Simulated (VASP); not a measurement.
# AlInSb2 (P-4m2) in VASP: further runs

Runs on AlInSb2. Level: LDA. Tasks: single point.

Program: VASP 6.6.1. These are calculated values, not measurements. Logs are shortened: lines on timing, memory, paths and dates and some standing lists are left out, and cuts for length are marked.

## (1) The cell of the first run

It takes space group P-4m2 (No. 115, tetragonal). The conventional cell has a = 4.563 Å, b = 4.563 Å, c = 5.929 Å, α = 90.00°, β = 90.00°, γ = 90.00°. Within 3.4 Å of Al (site symmetry -4m2) lie 4 Sb at 2.56 Å. Within 3.8 Å of In (site symmetry -4m2) lie 4 Sb at 2.91 Å. Within 3.4 Å of Sb (site symmetry 2mm) lie 2 Al at 2.56 Å and 2 In at 2.91 Å.

## (2) Single point, LDA (c/a of the conventional cell at fixed volume 1.2994)

File INCAR:

```
  PREC = Accurate
  ENCUT = 520
  EDIFF = 1E-6
  ISMEAR = 0
  SIGMA = 0.05
  LREAL = F
  LASPH = T
  NELM = 60
  ALGO = Normal
  ISIF = 2
  LWAVE = F
  LCHARG = T
  LELF = T
  LVHAR = T
  NBANDS = 21
```

File KPOINTS:

```
regular mesh
0
Gamma
  8 8 6
```

File POSCAR:

```
AlInSb2
1.0
    4.5626022301      0.0000000000      0.0000000000
    0.0000000000      4.5626022301      0.0000000000
    0.0000000000      0.0000000000      5.9286453378
Al In Sb
1 1 2
Direct
    0.0000000000      0.0000000000      0.0000000000
    0.5000000000      0.5000000000      0.5000000000
    0.0000000000      0.5000000000      0.1940770864
    0.5000000000      0.0000000000      0.8059229136
```

Potentials or basis: VASP PAW LDA potentials, release 64 (Al, In_d, Sb).

On the command line:

```console
$ cat potpaw_LDA.64/Al/POTCAR potpaw_LDA.64/In_d/POTCAR potpaw_LDA.64/Sb/POTCAR > POTCAR
$ mpirun -np 1 vasp_std > vasp.out
```

OUTCAR:

```text
PREC = Accurate
   ENCUT = 520
   EDIFF = 1E-6
   ISMEAR = 0
   LREAL = F
   LASPH = T
   NELM = 60
   ISIF = 2

 ion  position               nearest neighbor table
   1  0.000  0.000  0.000-   3 2.56   4 2.56   3 2.56   4 2.56
   2  0.500  0.500  0.500-   3 2.91   4 2.91   4 2.91   3 2.91
   3  0.000  0.500  0.194-   1 2.56   1 2.56   2 2.91   2 2.91
   4  0.500  0.000  0.806-   1 2.56   1 2.56   2 2.91   2 2.91

  LATTYP: Found a simple tetragonal cell.
 ALAT       =     4.5626022301
 C/A-ratio  =     1.2994000000

  Lattice vectors:

 A1 = (   4.5626022301,   0.0000000000,   0.0000000000)
 A2 = (   0.0000000000,   4.5626022301,   0.0000000000)
 A3 = (   0.0000000000,   0.0000000000,   5.9286453378)

Analysis of symmetry for initial positions (statically):
=====================================================================
 Subroutine PRICEL returns:
 Original cell was already a primitive cell.

 Routine SETGRP: Setting up the symmetry group for a
 simple tetragonal supercell.

 Subroutine GETGRP returns: Found  8 space group operations
 (whereof  8 operations were pure point group operations)
 out of a pool of 16 trial point group operations.

The static configuration has the point symmetry D_2d.

Analysis of symmetry for dynamics (positions and initial velocities):
=====================================================================
 Subroutine PRICEL returns:
 Original cell was already a primitive cell.

 Routine SETGRP: Setting up the symmetry group for a
 simple tetragonal supercell.

 Subroutine GETGRP returns: Found  8 space group operations
 (whereof  8 operations were pure point group operations)
 out of a pool of 16 trial point group operations.

The dynamic configuration has the point symmetry D_2d.

 Subroutine INISYM returns: Found  8 space group operations
 (whereof  8 operations are pure point group operations),
 and found     1 'primitive' translations

----------------------------------------------------------------------------------------

                                     Primitive cell

  volume of cell :     123.4186

  direct lattice vectors                    reciprocal lattice vectors
     4.562602230  0.000000000  0.000000000     0.219173171  0.000000000  0.000000000
     0.000000000  4.562602230  0.000000000     0.000000000  0.219173171  0.000000000
     0.000000000  0.000000000  5.928645338     0.000000000  0.000000000  0.168672596

  length of vectors
     4.562602230  4.562602230  5.928645338     0.219173171  0.219173171  0.168672596

  position of ions in fractional coordinates (direct lattice)
     0.000000000  0.000000000  0.000000000
     0.500000000  0.500000000  0.500000000
     0.000000000  0.500000000  0.194077086
     0.500000000  0.000000000  0.805922914

  ion indices of the primitive-cell ions
   primitive index   ion index
                 1           1
                 2           2
                 3           3
                 4           4

----------------------------------------------------------------------------------------

 KPOINTS: regular mesh

Automatic generation of k-mesh.
 Grid dimensions read from file:
 generate k-points for:    8    8    6

 Generating k-lattice:

  Cartesian coordinates                     Fractional coordinates (reciprocal lattice)
     0.027396646  0.000000000  0.000000000     0.125000000  0.000000000  0.000000000
     0.000000000  0.027396646  0.000000000     0.000000000  0.125000000  0.000000000
     0.000000000  0.000000000  0.028112099     0.000000000  0.000000000  0.166666667

  Length of vectors
     0.027396646  0.027396646  0.028112099

  Shift w.r.t. Gamma in fractional coordinates (k-lattice)
     0.000000000  0.000000000  0.000000000

 Subroutine IBZKPT returns following result:
 ===========================================

 Found     60 irreducible k-points:

 Following reciprocal coordinates:
            Coordinates               Weight
  0.000000  0.000000  0.000000      1.000000
  0.125000  0.000000  0.000000      4.000000
  0.250000  0.000000  0.000000      4.000000
  0.375000  0.000000  0.000000      4.000000
  0.500000  0.000000  0.000000      2.000000
  0.125000  0.125000  0.000000      4.000000
[... 16 lines left out ...]
  0.375000  0.125000  0.166667     16.000000
  0.500000  0.125000  0.166667      8.000000
 [... further k-points ...]
   k-points           NKPTS =     60   k-points in BZ     NKDIM =     60   number of bands    NBANDS=     21
   number of dos      NEDOS =    301   number of ions     NIONS =      4
   total plane-waves  NPLWV =  62208
   dimension x,y,z NGX =    36 NGY =   36 NGZ =   48
   dimension x,y,z NGXF=    72 NGYF=   72 NGZF=   96
   ions per type =               1   1   2
   NGX,Y,Z   is equivalent  to a cutoff of  13.12, 13.12, 13.46 a.u.
   NGXF,Y,Z  is equivalent  to a cutoff of  26.23, 26.23, 26.92 a.u.
 SYSTEM =  unknown system
   PREC   = accura    normal or accurate (medium, high low for compatibility)
   ISTART =      0    job   : 0-new  1-cont  2-samecut
   ICHARG =      2    charge: 1-file 2-atom 10-const
   ISPIN  =      1    spin polarized calculation?
   LNONCOLLINEAR =      F non collinear calculations
   LSORBIT =      F    spin-orbit coupling
   LASPH  =      T    aspherical Exc in radial PAW
   ENCUT  =  520.0 eV  38.22 Ry    6.18 a.u.   8.48  8.48 11.02*2*pi/ulx,y,z
   NELM   =     60;   NELMIN=  2; NELMDL= -5     # of ELM steps
   EDIFF  = 0.1E-05   stopping-criterion for ELM
   LREAL  =      F    real-space projection
   EDIFFG = 0.1E-04   stopping-criterion for IOM
   NSW    =      0    number of steps for IOM
   IBRION =     -1    ionic relax: 0-MD 1-quasi-New 2-CG
   NFREE  =      0    steps in history (QN), initial steepest desc. (CG)
   ISIF   =      2    stress and relaxation
   ISYM   =      2    0-nonsym 1-usesym 2-fastsym
   POTIM  = 0.5000    time-step for ionic-motion
   TEBEG  =    0.0;   TEEND  =   0.0 temperature during run
   PSTRESS=    0.0 pullay stress
   NELECT =      26.0000    total number of electrons
   NUPDOWN=      -1.0000    fix difference up-down
   EMIN   =  10.00;   EMAX   =-10.00  energy-range for DOS
   EFERMI =   0.00;   METHOD = LEGACY
   ISMEAR =     0;   SIGMA  =   0.05  broadening in eV -4-tet -1-fermi 0-gaus
   EFERMI_NEDOS =   21; number of points for ismear=-14 and -15
   IALGO  =     38    algorithm
   IMIX   =      4    mixing-type and parameters
     AMIX     =   0.40;   BMIX     =  1.00
     AMIX_MAG =   1.60;   BMIX_MAG =  1.00
  volume/ion in A,a.u.               =      30.85       208.22
  Fermi-wavevector in a.u.,A,eV,Ry     =   0.974105  1.840791 12.910300  0.948880
  Thomas-Fermi vector in A             =   2.104538
   LORBIT       =      0    0 simple, 1 ext, 2 COOP (PROOUT), +10 PAW based schemes
   GGA     = CA    functional components
   LHFCALC =     F    Hartree Fock is set to
   AEXX    =    0.0000 exact exchange contribution
   IVDW    =     0    specifies the selected vdW correction
   LEPSILON=     F    determine dielectric tensor
   LRPA    =     F    only Hartree local field effects (RPA)
 non-spin polarized calculation
 Gauss-broadening in eV      SIGMA  =   0.05
  energy-cutoff  :      520.00
  volume of cell :      123.42
 maximum number of plane-waves:      3352
 NGX is ok and might be reduce to    36
   NGX = 17   NGY = 17   NGZ = 23

 number of electron      26.0000002 magnetization

 Free energy of the ion-electron system (eV)
  ---------------------------------------------------
  ext. energy  EPLUGINS =         0.00000000
  ---------------------------------------------------
  free energy    TOTEN  =       -16.97733380 eV

  energy without entropy =      -16.97728328  energy(sigma->0) =      -16.97730854

 E-fermi :   5.0737     XC(G=0):  -9.0324

 val. band max:        5.0086412287   @ k =   0.0000   0.0000   0.0000
 cond. band min:       5.1270901033   @ k =   0.5000   0.5000   0.0000
 fundamental gap:      0.1184488746
 Fermi energy:         5.0737329828

 k-point     1 :       0.0000    0.0000    0.0000
  band No.  band energies     occupation
      1      -9.3475      2.00000
      2      -9.3042      2.00000
      3      -9.3042      2.00000
      4      -9.2660      2.00000
      5      -9.2604      2.00000
      6      -6.0378      2.00000
[... 13 lines left out ...]
     20      10.8677      0.00000
     21      11.6298      0.00000

 k-point     2 :       0.1250    0.0000    0.0000
  band No.  band energies     occupation
      1      -9.3451      2.00000
      2      -9.3077      2.00000
      3      -9.3040      2.00000
      4      -9.2651      2.00000
      5      -9.2614      2.00000
      6      -5.9442      2.00000
[... 13 lines left out ...]
     20      11.0131      0.00000
     21      11.4202      0.00000

 k-point     3 :       0.2500    0.0000    0.0000
  band No.  band energies     occupation
      1      -9.3409      2.00000
      2      -9.3150      2.00000
      3      -9.3035      2.00000
      4      -9.2638      2.00000
      5      -9.2629      2.00000
      6      -5.6709      2.00000
[... 13 lines left out ...]
     20      10.4437      0.00000
     21      11.3616      0.00000

 k-point     4 :       0.3750    0.0000    0.0000
  band No.  band energies     occupation
      1      -9.3408      2.00000
      2      -9.3183      2.00000
      3      -9.3030      2.00000
      4      -9.2662      2.00000
      5      -9.2603      2.00000
      6      -5.2448      2.00000
[... 13 lines left out ...]
     20      10.2026      0.00000
     21      10.8997      0.00000

 k-point     5 :       0.5000    0.0000    0.0000
  band No.  band energies     occupation
      1      -9.3423      2.00000
      2      -9.3181      2.00000
      3      -9.3028      2.00000
      4      -9.2672      2.00000
      5      -9.2592      2.00000
      6      -4.7895      2.00000
[... 13 lines left out ...]
     20      10.6576      0.00000
     21      11.2062      0.00000
[... 382 lines left out ...]
     20      10.6841      0.00000
     21      11.2510      0.00000

 k-point    22 :       0.2500    0.1250    0.1667
  band No.  band energies     occupation
      1      -9.3401      2.00000
      2      -9.3167      2.00000
      3      -9.3041      2.00000
      4      -9.2649      2.00000
      5      -9.2616      2.00000
      6      -5.5126      2.00000
[... 13 lines left out ...]
     20      10.2503      0.00000
     21      11.1574      0.00000

 k-point    23 :       0.3750    0.1250    0.1667
  band No.  band energies     occupation
      1      -9.3411      2.00000
      2      -9.3200      2.00000
      3      -9.3023      2.00000
      4      -9.2674      2.00000
      5      -9.2592      2.00000
      6      -5.1043      2.00000
[... 13 lines left out ...]
     20      10.4264      0.00000
     21      10.9725      0.00000

 k-point    24 :       0.5000    0.1250    0.1667
  band No.  band energies     occupation
      1      -9.3430      2.00000
      2      -9.3201      2.00000
      3      -9.3014      2.00000
      4      -9.2685      2.00000
      5      -9.2581      2.00000
      6      -4.6851      2.00000
[... 13 lines left out ...]
     20      10.7470      0.00000
     21      10.8112      0.00000

 [... further k-points ...]
[... 5 lines left out ...]
  --------------------------------------------------------------------------------------
  -------------------------------------------------------------------------------------
  Total        0.7320127      0.7320127     -0.0986995      0.0000000      0.0000000      0.0000000
  in kB        9.5027330      9.5027330     -1.2812830      0.0000000      0.0000000      0.0000000
  external PRESSURE =       5.9080610 kB  Pullay stress =       0.0000000 kB

 VOLUME and BASIS-vectors are now :
 -----------------------------------------------------------------------------
  energy-cutoff  :      520.00
  volume of cell :      123.42
      direct lattice vectors                 reciprocal lattice vectors
     4.562602230  0.000000000  0.000000000     0.219173171  0.000000000  0.000000000
     0.000000000  4.562602230  0.000000000     0.000000000  0.219173171  0.000000000
     0.000000000  0.000000000  5.928645338     0.000000000  0.000000000  0.168672596

 POSITION                                       TOTAL-FORCE (eV/Angst)
 -----------------------------------------------------------------------------------
      0.00000      0.00000      0.00000         0.000000     -0.000000      0.000000
      2.28130      2.28130      2.96432         0.000000      0.000000      0.000000
      0.00000      2.28130      1.15061         0.000000     -0.000000      1.845573
      2.28130      0.00000      4.77803         0.000000     -0.000000     -1.845573
 -----------------------------------------------------------------------------------
    total drift:                                0.000000      0.000000      0.000000

  FREE ENERGIE OF THE ION-ELECTRON SYSTEM (eV)
  ---------------------------------------------------
  free  energy   TOTEN  =       -16.9773338039 eV

  energy  without entropy=      -16.9772832850  energy(sigma->0) =      -16.97730854
```

It took 88 s on 1 thread of AMD EPYC 7R13 (Zen 3), shared host; peak memory 0.27 GiB.

Results:

- Free energy: -16.9773 eV
- Pressure: 0.6 GPa
- Largest force: 1.846 eV/Å
- Band gap on the k mesh: 0.12 eV, indirect (least direct gap 0.46 eV)

Forces in eV/Å, atoms in the order of the input:
```
Al   0.000  0.000  0.000
In   0.000  0.000  0.000
Sb   0.000  0.000  1.846
Sb   0.000  0.000 -1.846
```

Stress tensor (GPa, compression positive):
```
 0.95  0.00  0.00
 0.00  0.95  0.00
 0.00  0.00 -0.13
```

Caveat: spin-orbit coupling is left out, which moves the levels of the heavy elements; forces of over 1 eV/Å act on the atoms, so gaps and moduli don't describe the material at rest.

## (3) Single point, LDA (c/a of the conventional cell at fixed volume 1.5253)

File INCAR:

```
SYSTEM = AlInSb2
PREC     = Accurate       ! precision mode
ENCUT    = 520            ! plane-wave cutoff, eV
EDIFF    = 1E-7           ! SCF threshold, eV
ISMEAR   = 0              ! smearing method
SIGMA    = 0.05           ! smearing width, eV
LREAL    = .False.        ! projectors in reciprocal space
LASPH    = .True.         ! aspherical terms in the spheres
NELM     = 100            ! most SCF steps
ALGO     = Normal         ! electronic algorithm
ISIF     = 2              ! what is computed and relaxed
LWAVE    = .False.        ! write WAVECAR
LCHARG   = .False.        ! write CHGCAR
GGA      = CA             ! functional
NBANDS   = 21             ! bands
```

File KPOINTS:

```
Automatic mesh
0
Gamma
  8 8 6
  0 0 0
```

File POSCAR:

```
AlInSb2
1.0
    4.3252226885      0.0000000000      0.0000000000
    0.0000000000      4.3252226885      0.0000000000
    0.0000000000      0.0000000000      6.5972621668
Al In Sb
1 1 2
Direct
    0.0000000000      0.0000000000      0.0000000000
    0.5000000000      0.5000000000      0.5000000000
    0.0000000000      0.5000000000      0.2339661693
    0.5000000000      0.0000000000      0.7660338307
```

Potentials or basis: VASP PAW LDA potentials, release 64 (Al, In_d, Sb).

On the command line:

```console
$ cat potpaw_LDA.64/Al/POTCAR potpaw_LDA.64/In_d/POTCAR potpaw_LDA.64/Sb/POTCAR > POTCAR
$ mpirun -np 1 vasp_std > vasp.out
```

Run time: 82 s. Hardware: 1 thread of AMD EPYC 7R13 (Zen 3), shared host; peak memory 0.26 GiB.

The run converged. Its results:

```yaml
Free_energy: -17.4147 eV
Pressure: 0.1 GPa
Largest_force: 0.081 eV/Å
Band_gap_on_the_k_mesh: 0.38 eV, indirect (least direct gap 0.40 eV)
```

Forces in eV/Å, atoms in the order of the input:
```
Al   0.000  0.000  0.000
In   0.000  0.000  0.000
Sb   0.000  0.000  0.081
Sb   0.000  0.000 -0.081
```

Stress tensor (GPa, compression positive):
```
 1.17  0.00  0.00
 0.00  1.17  0.00
 0.00  0.00 -1.91
```

Levels at points of the mesh, in eV from the valence-band top:
| k point | band 10 | band 11 | band 12 | band 13 | band 14 | band 15 | band 16 | band 17 |
| --- | --- | --- | --- | --- | --- | --- | --- | --- |
| (0.00, 0.00, 0.00) | -2.21 | -0.56 | 0.00 | 0.00 | 0.40 | 1.36 | 1.50 | 2.83 |
| (0.50, 0.00, 0.00) | -3.35 | -3.12 | -1.19 | -0.67 | 2.13 | 2.66 | 4.08 | 4.14 |
| (0.50, 0.50, 0.00) | -2.70 | -2.54 | -2.54 | -2.48 | 0.45 | 0.88 | 0.88 | 1.43 |
| (0.00, 0.00, 0.50) | -1.65 | -1.65 | -1.15 | -1.15 | 1.49 | 1.82 | 2.53 | 2.82 |
| (0.50, 0.00, 0.50) | -1.43 | -1.40 | -1.16 | -0.59 | 0.38 | 0.82 | 3.07 | 3.73 |
| (0.50, 0.50, 0.50) | -3.31 | -3.12 | -2.97 | -2.97 | 3.14 | 3.39 | 3.39 | 3.46 |

Caveat: spin-orbit coupling is left out, which moves the levels of the heavy elements. A k mesh can miss the band edges.
